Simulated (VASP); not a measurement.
LiBr: relaxation of cell and atoms with PBEsol

The system is LiBr.

```xyz
2
Lattice="0.0000 2.7506 2.7506 2.7506 0.0000 2.7506 2.7506 2.7506 0.0000" Properties=species:S:1:pos:R:3 pbc="T T T"
Li    0.0000    0.0000    0.0000
Br    2.7506    2.7506    2.7506
```

* Program: VASP 6.6.1
* Task: relaxation of cell and atoms
* Functional: PBEsol
* Potentials or basis: VASP PAW PBE potentials, release 64 (Li_sv, Br)
* Cutoff: 750 eV
* k mesh: 4 × 4 × 4
* Occupations: gaussian, width 0.01 eV
* Spin: no spin polarisation
* Dipole correction: no
* Further INCAR settings: ALGO = Normal; EDIFF = 1e-07; IBRION = 2; EDIFFG = -0.02; NSW = 80; ISIF = 3

```yaml
Relaxed_volume: 19.94 Å³/atom
Relaxed_cell: a = 3.835 Å, b = 3.835 Å, c = 3.835 Å, α = 60.00°, β = 60.00°, γ = 60.00°
Space_group_after_relaxing_to_0.05_Å: Fm-3m (No. 225)
Energy_gained_by_relaxing: 3.3 meV/atom
Ionic_steps: 3
Pressure_after_relaxing: 0.0 GPa
Band_gap_on_the_k_mesh: 4.95 eV, direct
```

The path:
```tsv
step	energy change (eV)	largest force (eV/Å)	pressure (GPa)	volume (Å³)
1	0.0000	0.0000	-1.16	41.62
2	-0.0050	0.0000	-0.61	40.72
3	-0.0067	0.0000	-0.02	39.87
```

Final structure:
```xyz
2
Lattice="0.0000 2.7115 2.7115 2.7115 0.0000 2.7115 2.7115 2.7115 0.0000" Properties=species:S:1:pos:R:3 pbc="T T T"
Li    0.0000    0.0000    0.0000
Br    2.7115    2.7115    2.7115
```

Levels at points of the mesh, in eV from the valence-band top:
| k point | band 2 | band 3 | band 4 | band 5 | band 6 | band 7 | band 8 | band 9 |
| --- | --- | --- | --- | --- | --- | --- | --- | --- |
| (0.00, 0.00, 0.00) | -13.61 | 0.00 | 0.00 | 0.00 | 4.95 | 10.41 | 10.41 | 10.41 |
| (0.50, 0.00, 0.00) | -13.08 | -3.12 | -0.29 | -0.29 | 5.47 | 8.02 | 8.02 | 12.08 |
| (0.50, 0.50, 0.00) | -12.86 | -3.14 | -1.24 | -1.24 | 6.21 | 6.86 | 11.84 | 12.63 |

Wall time 38 s on 1 thread of Intel Xeon 8259CL, with other jobs on the host, peak memory 0.2 GiB.

Caveat: the k points lie up to 0.50 Å⁻¹ apart in the final cell; the PAW data sets were made with another functional, which shifts forces and pressure a little. Expect the measured gap to be larger: semilocal functionals such as PBEsol lack the derivative discontinuity.
